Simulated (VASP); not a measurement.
# CdF2 in VASP: further runs

CdF2 is run at these levels: PBE, PBEsol, LDA; tasks: single point.

Program: VASP 6.6.1. These are calculated values, not measurements. Logs are shortened: lines on timing, memory, paths and dates and some standing lists are left out, and cuts for length are marked.

## (1) The cell of the first run

The structure is cubic, space group Fm-3m (No. 225). The conventional cell has a = 5.494 Å, b = 5.494 Å, c = 5.494 Å, α = 90.00°, β = 90.00°, γ = 90.00°. Cd (site symmetry m-3m) has 8 F at 2.38 Å within 3.1 Å. Within 3.1 Å of F (site symmetry -43m) lie 4 Cd at 2.38 Å and 6 F at 2.75 Å.

## (2) Single point, PBE

The input, INCAR:

```
PREC = Accurate ; ENCUT = 520
EDIFF = 1E-6 ; ISMEAR = -1
SIGMA = 0.05 ; LREAL = F
LASPH = T ; NELM = 100
ALGO = Normal ; ISIF = 2
LWAVE = F ; LCHARG = T
GGA = PE ; LELF = T
LVHAR = T ; NBANDS = 20
```

The input, KPOINTS:

```
Automatic mesh
0
Gamma
  9 9 9
```

The input, POSCAR:

```
CdF2
1.0
    0.0000000000      2.7468369436      2.7468369436
    2.7468369436      0.0000000000      2.7468369436
    2.7468369436      2.7468369436      0.0000000000
Cd F
1 2
Direct
    0.0000000000      0.0000000000      0.0000000000
    0.7500000000      0.7500000000      0.7500000000
    0.2500000000      0.2500000000      0.2500000000
```

Potentials or basis: VASP PAW PBE potentials, release 64 (Cd, F).

Started as:

```bash
$ cat potpaw_PBE.64/Cd/POTCAR potpaw_PBE.64/F/POTCAR > POTCAR
$ mpirun -np 1 vasp_std > vasp.out
```

OUTCAR:

```text
PREC = Accurate
   ENCUT = 520
   EDIFF = 1E-6
   ISMEAR = -1
   LREAL = F
   LASPH = T
   NELM = 100
   ISIF = 2
   GGA = PE

 ion  position               nearest neighbor table
   1  0.000  0.000  0.000-   2 2.38   2 2.38   2 2.38   2 2.38   3 2.38   3 2.38   3 2.38   3 2.38

   2  0.750  0.750  0.750-   1 2.38   1 2.38   1 2.38   1 2.38
   3  0.250  0.250  0.250-   1 2.38   1 2.38   1 2.38   1 2.38

  LATTYP: Found a face centered cubic cell.
 ALAT       =     5.4936738872

  Lattice vectors:

 A1 = (   0.0000000000,   2.7468369436,   2.7468369436)
 A2 = (   2.7468369436,   0.0000000000,   2.7468369436)
 A3 = (   2.7468369436,   2.7468369436,   0.0000000000)

Analysis of symmetry for initial positions (statically):
=====================================================================
 Subroutine PRICEL returns:
 Original cell was already a primitive cell.

 Routine SETGRP: Setting up the symmetry group for a
 face centered cubic supercell.

 Subroutine GETGRP returns: Found 48 space group operations
[... 9 lines left out ...]

 Routine SETGRP: Setting up the symmetry group for a
 face centered cubic supercell.

 Subroutine GETGRP returns: Found 48 space group operations
[... 11 lines left out ...]
                                     Primitive cell

  volume of cell :      41.4504

  direct lattice vectors                    reciprocal lattice vectors
     0.000000000  2.746836944  2.746836944    -0.182027550  0.182027550  0.182027550
     2.746836944  0.000000000  2.746836944     0.182027550 -0.182027550  0.182027550
     2.746836944  2.746836944  0.000000000     0.182027550  0.182027550 -0.182027550

  length of vectors
     3.884614059  3.884614059  3.884614059     0.315280966  0.315280966  0.315280966

  position of ions in fractional coordinates (direct lattice)
     0.000000000  0.000000000  0.000000000
     0.750000000  0.750000000  0.750000000
     0.250000000  0.250000000  0.250000000

  ion indices of the primitive-cell ions
   primitive index   ion index
                 1           1
                 2           2
                 3           3

----------------------------------------------------------------------------------------

 KPOINTS: Automatic mesh

Automatic generation of k-mesh.
 Grid dimensions read from file:
 generate k-points for:    9    9    9

 Generating k-lattice:

  Cartesian coordinates                     Fractional coordinates (reciprocal lattice)
    -0.020225283  0.020225283  0.020225283     0.111111111  0.000000000  0.000000000
     0.020225283 -0.020225283  0.020225283     0.000000000  0.111111111  0.000000000
[... 50 lines left out ...]
   ISTART =      0    job   : 0-new  1-cont  2-samecut
   ICHARG =      2    charge: 1-file 2-atom 10-const
   ISPIN  =      1    spin polarized calculation?
   LNONCOLLINEAR =      F non collinear calculations
   LSORBIT =      F    spin-orbit coupling
   LASPH  =      T    aspherical Exc in radial PAW
   ENCUT  =  520.0 eV  38.22 Ry    6.18 a.u.   7.22  7.22  7.22*2*pi/ulx,y,z
   NELM   =    100;   NELMIN=  2; NELMDL= -5     # of ELM steps
   EDIFF  = 0.1E-05   stopping-criterion for ELM
   LREAL  =      F    real-space projection
   EDIFFG = 0.1E-04   stopping-criterion for IOM
   NSW    =      0    number of steps for IOM
   IBRION =     -1    ionic relax: 0-MD 1-quasi-New 2-CG
   NFREE  =      0    steps in history (QN), initial steepest desc. (CG)
   ISIF   =      2    stress and relaxation
   ISYM   =      2    0-nonsym 1-usesym 2-fastsym
   POTIM  = 0.5000    time-step for ionic-motion
   TEBEG  =    0.0;   TEEND  =   0.0 temperature during run
   PSTRESS=    0.0 pullay stress
   NELECT =      26.0000    total number of electrons
   NUPDOWN=      -1.0000    fix difference up-down
   EMIN   =  10.00;   EMAX   =-10.00  energy-range for DOS
   EFERMI =   0.00;   METHOD = LEGACY
   ISMEAR =    -1;   SIGMA  =   0.05  broadening in eV -4-tet -1-fermi 0-gaus
   EFERMI_NEDOS =   21; number of points for ismear=-14 and -15
   IALGO  =     38    algorithm
   IMIX   =      4    mixing-type and parameters
     AMIX     =   0.40;   BMIX     =  1.00
     AMIX_MAG =   1.60;   BMIX_MAG =  1.00
  volume/ion in A,a.u.               =      13.82        93.24
  Fermi-wavevector in a.u.,A,eV,Ry     =   1.401382  2.648227 26.720078  1.963870
  Thomas-Fermi vector in A             =   2.524248
   LORBIT       =      0    0 simple, 1 ext, 2 COOP (PROOUT), +10 PAW based schemes
   GGA     = PE    functional components
   LHFCALC =     F    Hartree Fock is set to
   AEXX    =    0.0000 exact exchange contribution
   IVDW    =     0    specifies the selected vdW correction
   LEPSILON=     F    determine dielectric tensor
   LRPA    =     F    only Hartree local field effects (RPA)
 non-spin polarized calculation
  energy-cutoff  :      520.00
  volume of cell :       41.45
 maximum number of plane-waves:      1139
 NGX is ok and might be reduce to    30
   NGX = 15   NGY = 15   NGZ = 15

 number of electron      25.9999998 magnetization

 Free energy of the ion-electron system (eV)
  ---------------------------------------------------
  ext. energy  EPLUGINS =         0.00000000
  ---------------------------------------------------
  free energy    TOTEN  =       -10.90608937 eV

  energy without entropy =      -10.90608937  energy(sigma->0) =      -10.90608937

 E-fermi :  -0.6397     XC(G=0): -10.0989

 val. band max:       -1.7585416304   @ k =  -0.3333   0.4444   0.2222
 cond. band min:       1.1315501868   @ k =   0.0000   0.0000   0.0000
 fundamental gap:      2.8900918173
 Fermi energy:        -0.6396607585

 k-point     1 :       0.0000    0.0000    0.0000
  band No.  band energies     occupation
      1     -22.2316      2.00000
      2     -21.2782      2.00000
      3      -7.1970      2.00000
      4      -7.1970      2.00000
      5      -7.1970      2.00000
      6      -6.2278      2.00000
[... 541 lines left out ...]
     19      17.2342      0.00000
     20      19.3205      0.00000

 [... further k-points ...]
[... 5 lines left out ...]
  --------------------------------------------------------------------------------------
  -------------------------------------------------------------------------------------
  Total       -0.0250611     -0.0250611     -0.0250611     -0.0000000     -0.0000000      0.0000000
  in kB       -0.9686848     -0.9686848     -0.9686848     -0.0000000     -0.0000000      0.0000000
  external PRESSURE =      -0.9686848 kB  Pullay stress =       0.0000000 kB

 VOLUME and BASIS-vectors are now :
 -----------------------------------------------------------------------------
  energy-cutoff  :      520.00
  volume of cell :       41.45
      direct lattice vectors                 reciprocal lattice vectors
     0.000000000  2.746836944  2.746836944    -0.182027550  0.182027550  0.182027550
     2.746836944  0.000000000  2.746836944     0.182027550 -0.182027550  0.182027550
     2.746836944  2.746836944  0.000000000     0.182027550  0.182027550 -0.182027550

 POSITION                                       TOTAL-FORCE (eV/Angst)
 -----------------------------------------------------------------------------------
      0.00000      0.00000      0.00000         0.000000      0.000000      0.000000
      4.12026      4.12026      4.12026         0.000000      0.000000      0.000000
      1.37342      1.37342      1.37342        -0.000000     -0.000000     -0.000000
 -----------------------------------------------------------------------------------
    total drift:                                0.000000     -0.000000      0.000000

  FREE ENERGIE OF THE ION-ELECTRON SYSTEM (eV)
  ---------------------------------------------------
  free  energy   TOTEN  =       -10.9060893673 eV

  energy  without entropy=      -10.9060893672  energy(sigma->0) =      -10.90608937
```

OSZICAR:

```text
N       E                     dE             d eps       ncg     rms          rms(c)
DAV:   1     0.192986106876E+03    0.19299E+03   -0.15500E+04  1440   0.131E+03
DAV:   2    -0.442334145276E+01   -0.19741E+03   -0.19074E+03  1560   0.339E+02
DAV:   3    -0.126647504875E+02   -0.82414E+01   -0.82181E+01  1608   0.748E+01
DAV:   4    -0.126998108173E+02   -0.35060E-01   -0.35059E-01  1520   0.508E+00
DAV:   5    -0.126999402232E+02   -0.12941E-03   -0.12941E-03  1600   0.275E-01    0.957E+00
DAV:   6    -0.108773464188E+02    0.18226E+01   -0.41840E+00  1780   0.391E+01    0.680E+00
DAV:   7    -0.109261196268E+02   -0.48773E-01   -0.96971E-01  1440   0.871E+00    0.389E+00
DAV:   8    -0.109165183862E+02    0.96012E-02   -0.17190E-01  1464   0.369E+00    0.772E-01
DAV:   9    -0.109053890549E+02    0.11129E-01   -0.42498E-02  1688   0.233E+00    0.977E-02
DAV:  10    -0.109059521650E+02   -0.56311E-03   -0.31468E-03  1476   0.645E-01    0.129E-01
DAV:  11    -0.109060661951E+02   -0.11403E-03   -0.23229E-04  1480   0.151E-01    0.468E-02
DAV:  12    -0.109060879350E+02   -0.21740E-04   -0.68837E-05  1452   0.691E-02    0.192E-02
DAV:  13    -0.109060898009E+02   -0.18660E-05   -0.11283E-05  1520   0.273E-02    0.498E-03
DAV:  14    -0.109060893673E+02    0.43365E-06   -0.12378E-06  1236   0.129E-02
   1 F= -.10906089E+02 E0= -.10906089E+02  d E =-.478317E-10
```

stdout:

```text
POSCAR found type information on POSCAR CdF
 POSCAR found :  2 types and       3 ions
 scaLAPACK will be used
 LDA part: xc-table for (Slater+PW92), standard interpolation
 POSCAR, INCAR and KPOINTS ok, starting setup
 FFT: planning ... GRIDC
 FFT: planning ... GRID_SOFT
 FFT: planning ... GRID
 WAVECAR not read
 entering main loop
```

It took 48 s on 1 thread of AMD EPYC 7R13, shared host; peak memory 0.15 GiB.

What came out:

```yaml
Free_energy: -10.9061 eV
Pressure: -0.1 GPa
Band_gap_on_the_k_mesh: 2.89 eV, indirect (least direct gap 3.43 eV)
```

A k mesh can miss the band edges. PBE gaps usually lie below the measured ones, often by a third to a half.

## (3) Single point, PBE, non-collinear spin, zero start, spin-orbit coupling

This run uses another cell than the first one, of 13.03 Å³/atom, 0.943 times its volume.

The input, INCAR:

```
ALGO = Normal ; EDIFF = 1E-6
ENCUT = 520 ; GGA = PE
GGA_COMPAT = False ; ISIF = 2
ISMEAR = -1 ; LASPH = True
LCHARG = False ; LORBIT = 11
LORBMOM = True ; LREAL = False
LSORBIT = True ; LWAVE = False
MAGMOM = 0 0 0 0 0 0 0 0 0 ; NBANDS = 39
NELM = 150 ; PREC = Accurate
SIGMA = 0.05
```

The input, KPOINTS:

```
k-points
0
Gamma
  9 9 9
```

The input, POSCAR:

```
CdF2
1.0
    0.0000000000      2.6940000000      2.6940000000
    2.6940000000      0.0000000000      2.6940000000
    2.6940000000      2.6940000000      0.0000000000
Cd F
1 2
Direct
    0.0000000000      0.0000000000      0.0000000000
    0.7500000000      0.7500000000      0.7500000000
    0.2500000000      0.2500000000      0.2500000000
```

Potentials or basis: VASP PAW PBE potentials, release 64 (Cd, F).

Started as:

```bash
$ cat potpaw_PBE.64/Cd/POTCAR potpaw_PBE.64/F/POTCAR > POTCAR
$ mpirun -np 1 vasp_ncl > vasp.out
```

OUTCAR:

```text
EDIFF = 1E-6
   ENCUT = 520
   GGA = PE
   ISIF = 2
   ISMEAR = -1
   LASPH = True
   LORBIT = 11
   LREAL = False
   LSORBIT = True
   NELM = 150
   PREC = Accurate

 ion  position               nearest neighbor table
   1  0.000  0.000  0.000-   2 2.33   2 2.33   2 2.33   2 2.33   3 2.33   3 2.33   3 2.33   3 2.33

   2  0.750  0.750  0.750-   1 2.33   1 2.33   1 2.33   1 2.33
   3  0.250  0.250  0.250-   1 2.33   1 2.33   1 2.33   1 2.33

  LATTYP: Found a face centered cubic cell.
 ALAT       =     5.3880000000

  Lattice vectors:

[... 1309 lines left out ...]
     0.0000000     0.0000000     0.0000000     0.0000000     0.0000000     0.0000000     0.0000000
     0.0000000     0.0000000     0.0000000     0.0000000     0.0000000     0.0000000     0.0000000
     0.0000000     0.0000000     0.0000000     0.0000000     0.0000000     0.0000000     0.0000000
     0.0000000     0.0000000     0.0000000     0.0000000     0.0000000     0.0000000     0.0000000
     0.0000000     0.0000000     0.0000000     0.0000000     0.0000000     0.0000000     0.0000000
     0.0000000     0.0000000     0.0000000     0.0000000     0.0000000     0.0000000     0.0000000

 total charge

# of ion       s       p       d       tot
------------------------------------------
    1        0.231   0.197   9.692  10.120
    2        1.740   4.343   0.000   6.083
    3        1.740   4.343   0.000   6.083
--------------------------------------------------
tot          3.711   8.883   9.692  22.286

 magnetization (x)

# of ion       s       p       d       tot
------------------------------------------
    1        0.000   0.000  -0.000   0.000
    2        0.000  -0.000   0.000  -0.000
    3        0.000  -0.000   0.000  -0.000
--------------------------------------------------
tot          0.000  -0.000  -0.000  -0.000

 magnetization (y)

# of ion       s       p       d       tot
------------------------------------------
    1        0.000   0.000   0.000   0.000
    2        0.000  -0.000   0.000  -0.000
    3        0.000  -0.000   0.000  -0.000
--------------------------------------------------
tot          0.000  -0.000   0.000  -0.000

 magnetization (z)

# of ion       s       p       d       tot
------------------------------------------
    1        0.000  -0.000   0.000   0.000
    2        0.000  -0.000   0.000  -0.000
    3        0.000  -0.000   0.000  -0.000
--------------------------------------------------
tot          0.000  -0.000   0.000  -0.000
```

Wall time 2.9 min (1 thread of AMD EPYC 7R13, shared host); peak memory 0.25 GiB.

What came out:

```
Free energy                                           : -10.8826 eV
Pressure                                              : 6.2 GPa
Net moment                                            : 0.00 μB per cell
Valence electrons inside the program's atomic spheres : Cd 10.12; F 6.08
```

Moments on the atoms (μB; x, y, z):
```
Cd  0.00 0.00 0.00
F   0.00 0.00 0.00
F   0.00 0.00 0.00
```

## (4) Single point, PBEsol

This run uses another cell than the first one, of 12.01 Å³/atom, 0.869 times its volume.

The input, INCAR:

```
PREC = Accurate
ENCUT = 600
EDIFF = 1E-6
ISMEAR = -1
SIGMA = 0.05
LREAL = F
LASPH = T
NELM = 120
ALGO = Normal
ISIF = 2
LWAVE = F
LCHARG = F
GGA = PS
NBANDS = 24
GGA_COMPAT = F
```

The input, KPOINTS:

```
Automatic mesh
0
Gamma
  7 7 7
```

The input, POSCAR:

```
CdF2
1.0
    0.0000000000      2.5862400000      2.6940000000
    2.5862400000      0.0000000000      2.6940000000
    2.5862400000      2.5862400000      0.0000000000
Cd F
1 2
Direct
    0.0000000000      0.0000000000      0.0000000000
    0.7500000000      0.7500000000      0.7500000000
    0.2500000000      0.2500000000      0.2500000000
```

Potentials or basis: VASP PAW PBE potentials, release 64 (Cd_sv_GW, F).

Started as:

```bash
$ cat potpaw_PBE.64/Cd_sv_GW/POTCAR potpaw_PBE.64/F/POTCAR > POTCAR
$ mpirun -np 1 vasp_std > vasp.out
```

Run time: 41 s. Hardware: 1 thread of Intel Xeon Platinum 8375C at 2.90GHz (Ice Lake), shared host; peak memory 0.21 GiB.

It converged, with:

```yaml
Free_energy: -11.6094 eV
Pressure: 9.7 GPa
Band_gap_on_the_k_mesh: 3.22 eV, indirect (least direct gap 3.48 eV)
```

Stress tensor (GPa, compression positive):
```
11.23  0.00  0.00
 0.00 11.23  0.00
 0.00  0.00  6.52
```

Levels at points of the mesh, in eV from the valence-band top:
| k point | band 14 | band 15 | band 16 | band 17 | band 18 | band 19 | band 20 | band 21 |
| --- | --- | --- | --- | --- | --- | --- | --- | --- |
| (0.00, 0.00, 0.00) | -1.06 | -0.39 | -0.39 | -0.26 | 3.22 | 12.87 | 12.87 | 12.95 |

Caveat: the PAW data sets were made with another functional, which shifts forces and pressure a little.

## (5) Single point, LDA (volume scaled by 0.94)

The input, INCAR:

```
  ALGO = Normal
  EDIFF = 1E-6
  ENCUT = 520
  ISIF = 2
  ISMEAR = -1
  LASPH = T
  LCHARG = F
  LREAL = F
  LWAVE = F
  NBANDS = 20
  NELM = 100
  PREC = Accurate
  SIGMA = 0.05
```

The input, KPOINTS:

```
k-points
0
Gamma
  9 9 9
```

The input, POSCAR:

```
CdF2
1.0
    0.0000000000      2.6390049769      2.6390049769
    2.6390049769      0.0000000000      2.6390049769
    2.6390049769      2.6390049769      0.0000000000
Cd F
1 2
Direct
    0.0000000000      0.0000000000      0.0000000000
    0.7500000000      0.7500000000      0.7500000000
    0.2500000000      0.2500000000      0.2500000000
```

Potentials or basis: VASP PAW LDA potentials, release 64 (Cd, F).

Started as:

```bash
$ cat potpaw_LDA.64/Cd/POTCAR potpaw_LDA.64/F/POTCAR > POTCAR
$ mpirun -np 1 vasp_std > vasp.out
```

Run time: 36 s. Hardware: 1 thread of Intel Xeon 8259CL, shared host; peak memory 0.15 GiB.

It converged, with:

```yaml
Free_energy: -12.7281 eV
Pressure: 2.7 GPa
Band_gap_on_the_k_mesh: 3.04 eV, indirect (least direct gap 3.41 eV)
```

Levels at points of the mesh, in eV from the valence-band top:
```csv
k point,band 10,band 11,band 12,band 13,band 14,band 15,band 16,band 17
"(0.00, 0.00, 0.00)",-1.15,-0.37,-0.37,-0.37,3.04,12.61,12.61,12.61
```

Caveat: the cell differs from its parent crystal (volume scaled by 0.94). A k mesh can miss the band edges.

## (6) Single point, LDA (volume scaled by 0.96)

The input, INCAR:

```
PREC = Accurate
ENCUT = 520
EDIFF = 1E-6
ISMEAR = -1
SIGMA = 0.05
LREAL = F
LASPH = T
NELM = 80
ALGO = Normal
ISIF = 2
LWAVE = F
LCHARG = F
GGA = CA
NBANDS = 20
```

The input, KPOINTS:

```
Automatic mesh
0
Gamma
  9 9 9
```

The input, POSCAR:

```
CdF2
1.0
    0.0000000000      2.6575901313      2.6575901313
    2.6575901313      0.0000000000      2.6575901313
    2.6575901313      2.6575901313      0.0000000000
Cd F
1 2
Direct
    0.0000000000      0.0000000000      0.0000000000
    0.7500000000      0.7500000000      0.7500000000
    0.2500000000      0.2500000000      0.2500000000
```

Potentials or basis: VASP PAW LDA potentials, release 64 (Cd, F).

Started as:

```bash
$ cat potpaw_LDA.64/Cd/POTCAR potpaw_LDA.64/F/POTCAR > POTCAR
$ mpirun -np 1 vasp_std > vasp.out
```

Wall time 42 s (1 thread of Intel Xeon 8259CL, shared host); peak memory 0.15 GiB.

It converged, with:

```
Free energy            : -12.7365 eV
Pressure               : 0.0 GPa
Band gap on the k mesh : 2.97 eV, indirect (least direct gap 3.37 eV)
```

Levels at points of the mesh, in eV from the valence-band top:
```
           k point  band 11  band 12  band 13  band 14  band 15  band 16
(0.00, 0.00, 0.00)    -0.40    -0.40    -0.40     2.97    12.52    12.52
```

Caveat: the cell differs from its parent crystal (volume scaled by 0.96).

## (7) Summary

```tsv
level	potentials or basis	spin	cell	k mesh	cutoff (eV)	second run	gap on the mesh (eV)	pressure (GPa)
PBE	VASP PAW PBE potentials, release 64 (Cd, F)	off	a = 3.885 Å, angles 60.0°, 3 atoms	9 × 9 × 9	520	-	2.89	-0.1
PBE	VASP PAW PBE potentials, release 64 (Cd, F)	non-collinear, zero start, SOC	a = 3.810 Å, angles 60.0°, 3 atoms	9 × 9 × 9	520	-	-	6.2
PBEsol	VASP PAW PBE potentials, release 64 (Cd_sv_GW, F)	off	a = 3.734, b = 3.734, c = 3.657 Å, angles 60.7, 60.7, 58.6°, 3 atoms	7 × 7 × 7	600	valence_matched	3.22	9.7
LDA	VASP PAW LDA potentials, release 64 (Cd, F)	off	a = 3.732 Å, angles 60.0°, 3 atoms	9 × 9 × 9	520	-	3.04	2.7
LDA	VASP PAW LDA potentials, release 64 (Cd, F)	off	a = 3.758 Å, angles 60.0°, 3 atoms	9 × 9 × 9	520	-	2.97	0.0
```

Alike in all rows: task single point; smearing fermi-dirac 0.05 eV.

Caveats: the PAW data sets were made with another functional, which shifts forces and pressure a little (some runs).

Total energies depend on the potentials used, so only differences within one code and one set of settings carry meaning.
